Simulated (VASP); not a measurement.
Here is a VASP 6.6.1 calculation.

POSCAR

```
KI
1.0
    3.4750357461      3.4750357461      0.0000000000
   -3.4750357461      3.4750357461      0.0000000000
    0.0000000000      3.4750357461      3.5616267813
K I
1 1
Direct
    0.0000000000      0.0000000000      0.0000000000
    0.5000000000      0.5000000000      0.0000000000
```

The input INCAR.step1:

```
PREC = Accurate
ENCUT = 520
ISMEAR = 0
SIGMA = 0.01
LREAL = F
LASPH = T
NELM = 100
NBANDS = 15
GGA = PE
ALGO = Normal
EDIFF = 1E-4
LWAVE = T
LCHARG = F
```

INCAR.step2

```
PREC = Accurate
ENCUT = 520
EDIFF = 1E-6
ISMEAR = 0
SIGMA = 0.01
LREAL = F
LASPH = T
NELM = 100
ALGO = Normal
ISIF = 2
LWAVE = F
LCHARG = F
METAGGA = R2SCAN
LMIXTAU = T
NBANDS = 15
ISTART = 1
```

The input KPOINTS:

```
Automatic mesh
0
Gamma
  6 6 6
```

Potentials or basis: VASP PAW PBE potentials, release 64 (K_sv, I).

Run with:

```sh
$ cat potpaw_PBE.64/K_sv/POTCAR potpaw_PBE.64/I/POTCAR > POTCAR
$ cp INCAR.step1 INCAR
$ mpirun -np 1 vasp_std > vasp.out
$ cp INCAR.step2 INCAR
$ mpirun -np 1 vasp_std > vasp.out
```

(1) Estimate the pressure.

(2) What does it give for the band gap on the k mesh?

## Answers

(1) 0.5 GPa.

(2) 4.67 eV, direct.

Caveat: the cell differs from its parent crystal (in-plane strain -0.02, then relaxed in part); the PAW data sets were made with another functional, which shifts forces and pressure a little; spin-orbit coupling is left out, which moves the levels of the heavy elements.
